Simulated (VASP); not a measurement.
Set up this calculation in VASP 6.6.1, as the native input.

```yaml
Task: single point
Functional: r2SCAN
Potentials_or_basis: VASP PAW PBE potentials, release 64 (Cu, O)
Cutoff: 520 eV
k_mesh: 14 × 14 × 8
Occupations: gaussian, width 0.1 eV
Spin: no spin polarisation
Dipole_correction: no
Further_INCAR_settings: ALGO = Normal; EDIFF = 1e-07; NBANDS = 25
```

CuO:

```xyz
4
Lattice="2.0426 -2.0495 0.0000 2.0426 2.0495 0.0000 0.0000 0.0000 5.1259" Properties=species:S:1:pos:R:3 pbc="T T T"
Cu    1.0213    1.0247    0.0000
Cu    1.0213   -1.0247    2.5629
O     2.0426    0.0000    1.2815
O     2.0426    0.0000    3.8444
```

One way to write it, as run:

POSCAR

```
CuO
1.0
    2.0426034832     -2.0494666193      0.0000000000
    2.0426034832      2.0494666193      0.0000000000
    0.0000000000      0.0000000000      5.1258955350
Cu O
2 2
Direct
    0.0000000000      0.5000000000      0.0000000000
    0.5000000000      0.0000000000      0.5000000000
    0.5000000000      0.5000000000      0.2500000000
    0.5000000000      0.5000000000      0.7500000000
```

INCAR.step1

```
  PREC = Accurate
  ENCUT = 520
  ISMEAR = 0
  SIGMA = 0.1
  LREAL = F
  LASPH = T
  NELM = 100
  NBANDS = 25
  GGA = PE
  ALGO = Normal
  EDIFF = 1E-4
  LWAVE = T
  LCHARG = F
```

INCAR.step2

```
  PREC = Accurate
  ENCUT = 520
  EDIFF = 1E-7
  ISMEAR = 0
  SIGMA = 0.1
  LREAL = F
  LASPH = T
  NELM = 100
  ALGO = Normal
  ISIF = 2
  LWAVE = F
  LCHARG = F
  METAGGA = R2SCAN
  LMIXTAU = T
  NBANDS = 25
  ISTART = 1
```

KPOINTS

```
Automatic mesh
0
Gamma
  14 14 8
```

Potentials or basis: VASP PAW PBE potentials, release 64 (Cu, O).

Run with:

```bash
$ cat potpaw_PBE.64/Cu/POTCAR potpaw_PBE.64/O/POTCAR > POTCAR
$ cp INCAR.step1 INCAR
$ mpirun -np 1 vasp_std > vasp.out
$ cp INCAR.step2 INCAR
$ mpirun -np 1 vasp_std > vasp.out
```

Results of the run:

```yaml
Pressure: 1.0 GPa
Band_gap_on_the_k_mesh: zero (bands 17 and 18 overlap by 1.16 eV)
```

Caveat: the PAW data sets were made with another functional, which shifts forces and pressure a little; semilocal functionals often make such compounds metallic where correlation or magnetic order opens a gap, which also shifts bond lengths.

Run time: 16 min on 1 thread of AMD EPYC 7R13 Processor (Zen 3), with other jobs on the host, peak memory 0.33 GiB.
